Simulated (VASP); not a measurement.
Set up this calculation in VASP 6.6.1, as the native input.

| Property | Result |
| --- | --- |
| Task | single point |
| Functional | PBEsol |
| Potentials or basis | VASP PAW PBE potentials, release 64 (Ti_sv) |
| Cutoff | 520 eV |
| k mesh | 12 × 12 × 12 |
| Occupations | methfessel-paxton, width 0.1 eV |
| Spin | no spin polarisation |
| Dipole correction | no |
| Further INCAR settings | ALGO = Normal; EDIFF = 1e-06; NBANDS = 12 |

The structure of Ti lies in POSCAR:

```
Ti
1.0
   -1.6410000000      1.6410000000      1.6410000000
    1.6410000000     -1.6410000000      1.6410000000
    1.6410000000      1.6410000000     -1.6410000000
Ti
1
Direct
    0.0000000000      0.0000000000      0.0000000000
```

These files were run (other wordings do the same):

INCAR

```
SYSTEM = Ti
  ALGO = Normal
  EDIFF = 1E-6
  ENCUT = 520
  GGA = PS
  ISIF = 2
  ISMEAR = 1
  LASPH = .TRUE.
  LCHARG = .TRUE.
  LELF = .TRUE.
  LREAL = .FALSE.
  LVHAR = .TRUE.
  LWAVE = .FALSE.
  NBANDS = 12
  NELM = 100
  PREC = Accurate
  SIGMA = 0.1
```

KPOINTS

```
k-points
0
G
  12 12 12
  0 0 0
```

Potentials or basis: VASP PAW PBE potentials, release 64 (Ti_sv).

Run with:

```console
$ cat potpaw_PBE.64/Ti_sv/POTCAR > POTCAR
$ mpirun -np 1 vasp_std > vasp.out
```

Results of the run:

```json
{"Pressure": "-7.2 GPa", "Band gap on the k mesh": "zero (band 6 reaches 8.75 eV, above the bottom of band 7 at 7.18 eV)"}
```

Caveat: the PAW data sets were made with another functional, which shifts forces and pressure a little.

It took 11 s on 1 thread of Intel Xeon 6975P-C, with other jobs on the host, peak memory 0.14 GiB.
